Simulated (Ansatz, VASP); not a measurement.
## One calculation of Li2ZrP2, two programs

The input INCAR:

```
SYSTEM = Li2ZrP2
PREC     = Accurate       ! precision mode
ENCUT    = 600            ! plane-wave cutoff, eV
EDIFF    = 1E-6           ! SCF threshold, eV
ISMEAR   = 0              ! smearing method
SIGMA    = 0.1            ! smearing width, eV
LREAL    = .False.        ! projectors in reciprocal space
LASPH    = .True.         ! aspherical terms in the spheres
NELM     = 100            ! most SCF steps
ALGO     = Normal         ! electronic algorithm
ISIF     = 3              ! what is computed and relaxed
LWAVE    = .False.        ! write WAVECAR
LCHARG   = .False.        ! write CHGCAR
GGA      = PE             ! functional
IBRION   = 2              ! ionic algorithm
NSW      = 100            ! ionic steps
EDIFFG   = -0.01          ! ionic threshold
```

File KPOINTS:

```
regular mesh
0
Gamma
  12 12 12
  0 0 0
```

POSCAR

```
Li2ZrP2
1.0
   -2.1721078026      2.1721078026      3.9368067434
    2.1721078026     -2.1721078026      3.9368067434
    2.1721078026      2.1721078026     -3.9368067434
Li Zr P
2 1 2
Direct
    0.3596457871      0.3596457871      0.0000000000
    0.6403542129      0.6403542129      0.0000000000
    0.0000000000      0.0000000000      0.0000000000
    0.2500000000      0.7500000000      0.5000000000
    0.7500000000      0.2500000000      0.5000000000
```

Input for Ansatz:

```yaml
crystal:
  lattice:
    - [-2.1721078026, 2.1721078026, 3.9368067434]
    - [2.1721078026, -2.1721078026, 3.9368067434]
    - [2.1721078026, 2.1721078026, -3.9368067434]
  atoms:
    - { symbol: Li, position: [0.3596457871, 0.3596457871, 0.0] }
    - { symbol: Li, position: [0.6403542129, 0.6403542129, 0.0] }
    - { symbol: Zr, position: [0.0, 0.0, 0.0] }
    - { symbol: P, position: [0.25, 0.75, 0.5] }
    - { symbol: P, position: [0.75, 0.25, 0.5] }
basis:
  ecutwfc: 420
kpoints:
  mp_grid: { grid: [12, 12, 12] }
hamiltonian:
  xc: pbe
scf:
  occupations: { method: gaussian, width: 0.1 }
output:
  forces: true
  stress: true
  eigenvalues: true
relax:
  adjacent_minimum: "off"
  f_tol: 0.01
  max_steps: 80
  cell: { stress_tol: 0.05 }
```

Alike in both runs: task relaxation of cell and atoms; functional PBE; k mesh 12 × 12 × 12; occupations gaussian, width 0.1 eV; no spin polarisation.

|  | VASP | Ansatz |
| --- | --- | --- |
| version | VASP 6.6.1 | Ansatz 0.2.0 |
| potentials or method | VASP PAW PBE potentials, release 64 (Li_sv, Zr_sv, P), cutoff 600 eV | scalar-relativistic, plane waves, PAW |
| valence electrons in the cell | 28 | 28 |

```csv
,VASP,Ansatz,Ansatz less VASP
"gap on the k mesh at the Fermi level, each at its own relaxed structure (eV)",none,none,-
relaxed volume (Å³/atom),14.88,14.89,+0.004
relaxed length of the cell vector where the two differ most in proportion (Å),4.989,4.989,+0.0003
```

A gap of «none» marks a metal or a gap that the smearing closes.

Noted on VASP's run: the cutoff is under 1.25 times that of the potentials, so the pressure is a little rough.
